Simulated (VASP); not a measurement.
Runs of VASP 6.6.1 on Sr. The structure is that of space group I4/mmm (No. 139), or close to it. The cells are those of the table. 

```csv
cell,gap on the mesh (eV),pressure (GPa)
"a = 4.472, b = 4.472, c = 4.049 Å, angles 63.1, 63.1, 53.8°, 1 atom",none,-1.0
"a = 4.694, b = 4.694, c = 3.833 Å, angles 65.9, 65.9, 48.2°, 1 atom",none,-0.7
"a = 4.215, b = 4.215, c = 4.542 Å, angles 57.4, 57.4, 65.2°, 1 atom",none,-1.0
"a = 4.192, b = 4.192, c = 4.674 Å, angles 56.1, 56.1, 67.8°, 1 atom",none,-1.0
"a = 4.275, b = 4.275, c = 4.361 Å, angles 59.3, 59.3, 61.3°, 1 atom",none,-0.9
"a = 4.189, b = 4.189, c = 4.967 Å, angles 53.6, 53.6, 72.7°, 1 atom",none,-1.0
"a = 4.791, b = 4.791, c = 3.759 Å, angles 66.9, 66.9, 46.2°, 1 atom",none,(a)
"a = 4.251, b = 4.251, c = 4.424 Å, angles 58.6, 58.6, 62.7°, 1 atom",none,-0.9
```

Alike in all rows: task single point; level PBEsol; potentials or basis VASP PAW PBE potentials, release 64 (Sr_sv); no spin polarisation; k mesh 10 × 10 × 10; cutoff (eV) 520; smearing gaussian 0.03 eV.

Task: Estimate the missing entries.

Result: (a) -0.5.

Caveats: the PAW data sets were made with another functional, which shifts forces and pressure a little; the stress differs along the axes, from -4 to 1 GPa (at least some runs).

A k mesh can miss the band edges, and the runs leave out spin-orbit coupling on Sr.

A gap of «none» marks levels without a gap at the run's occupations.
